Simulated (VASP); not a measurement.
Input of a VASP 6.6.1 run:

The input INCAR:

```
SYSTEM = AgCl
PREC = Accurate ; ENCUT = 520
EDIFF = 1E-6 ; ISMEAR = -1
SIGMA = 0.02 ; LREAL = .False.
LASPH = .True. ; NELM = 150
ALGO = Normal ; ISIF = 2
LWAVE = .False. ; LCHARG = .False.
MAGMOM = 0 0 0 0 0 0 ; LORBIT = 11
LSORBIT = .True. ; GGA_COMPAT = .False.
LORBMOM = .True. ; LMAXMIX = 4
GGA = PE ; NBANDS = 30
```

File KPOINTS:

```
Automatic mesh
0
Gamma
  9 9 9
  0 0 0
```

File POSCAR:

```
AgCl
1.0
    0.0000000000      2.8053350663      2.8053350663
    2.8053350663      0.0000000000      2.8053350663
    2.8053350663      2.8053350663      0.0000000000
Ag Cl
1 1
Direct
    0.0000000000      0.0000000000      0.0000000000
    0.5000000000      0.5000000000      0.5000000000
```

Potentials or basis: VASP PAW PBE potentials, release 64 (Ag, Cl).

Launch:

```sh
$ cat potpaw_PBE.64/Ag/POTCAR potpaw_PBE.64/Cl/POTCAR > POTCAR
$ mpirun -np 1 vasp_ncl > vasp.out
```

**Question.** Estimate the net moment.

**Answer.** 0.00 μB per cell.

**Question.** Predict the pressure.

**Answer.** -0.1 GPa.

Moments on the atoms (μB; x, y, z):
```
Ag  0.00 0.00 0.00
Cl  0.00 0.00 0.00
```
